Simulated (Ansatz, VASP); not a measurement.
# One calculation of Ru, two programs

```
Ru
1.0
     2.70580    0.00000    0.00000
    -1.35290    2.34329    0.00000
     0.00000    0.00000    4.28190
Ru
2
Direct
  0.23333 0.61667 0.17500
  0.76667 0.38333 0.82500
```

Change from the starting cell: shortest bond scaled by 0.7, LAPW.

Alike in both runs: task single point; functional PBE; k mesh 13 × 13 × 7; occupations fermi-dirac, width 0.05 eV; no spin polarisation.

|  | VASP | Ansatz |
| --- | --- | --- |
| version | VASP 6.6.1 | Ansatz 0.2.0 |
| potentials or method | VASP PAW PBE potentials, release 64 (Ru_pv), cutoff 520 eV | all-electron LAPW, scalar-relativistic |

|  | VASP | Ansatz | Ansatz less VASP |
| --- | --- | --- | --- |
| pressure (GPa) | 120.5 | 115.6 | -4.87 |
| traceless stress, the component that is largest in VASP (GPa) | 71.21 | 64.95 | -6.266 |
| rms of the force components (eV/Å) | 13.018 | 12.258 | -0.7601 |

Atom by atom the forces differ by 0.784 eV/Å (rms over components). Both programs put the cell under a high pressure, so it lies far from rest at this level. Ansatz ran all-electron here, and VASP with PAW potentials.

Noted on VASP's run: the cell as given lies far from equilibrium.
